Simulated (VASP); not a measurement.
Input of a VASP 6.6.1 run:

The input INCAR:

```
SYSTEM = ZrH2
PREC     = Accurate       ! precision mode
ENCUT    = 520            ! plane-wave cutoff, eV
EDIFF    = 1E-6           ! SCF threshold, eV
ISMEAR   = 0              ! smearing method
SIGMA    = 0.02           ! smearing width, eV
LREAL    = .False.        ! projectors in reciprocal space
LASPH    = .True.         ! aspherical terms in the spheres
NELM     = 60             ! most SCF steps
ALGO     = Normal         ! electronic algorithm
ISIF     = 2              ! what is computed and relaxed
LWAVE    = .False.        ! write WAVECAR
LCHARG   = .True.         ! write CHGCAR
GGA      = CA             ! functional
LELF     = .True.         ! ELF
LVHAR    = .True.       
NBANDS   = 14             ! bands
```

Contents of KPOINTS:

```
Automatic mesh
0
Gamma
  5 5 5
  0 0 0
```

File POSCAR:

```
ZrH2
1.0
    3.1475934929      0.0000000000      0.0000000000
    1.5737967464      2.7258959256      0.0000000000
    1.5737967464      0.9086319752      2.5699993251
Zr H
1 2
Direct
    0.0000000000      0.0000000000      0.0000000000
    0.7500000000      0.7500000000      0.7500000000
    0.2500000000      0.2500000000      0.2500000000
```

Potentials or basis: VASP PAW LDA potentials, release 64 (Zr_sv, H).

Launch:

```console
$ cat potpaw_LDA.64/Zr_sv/POTCAR potpaw_LDA.64/H/POTCAR > POTCAR
$ mpirun -np 1 vasp_std > vasp.out
```

Predict the band gap on the k mesh.

zero (band 7 reaches 11.27 eV, above the bottom of band 8 at 10.36 eV).

Estimate the pressure.

40.2 GPa.

Caveat: the k points lie up to 0.49 Å⁻¹ apart.
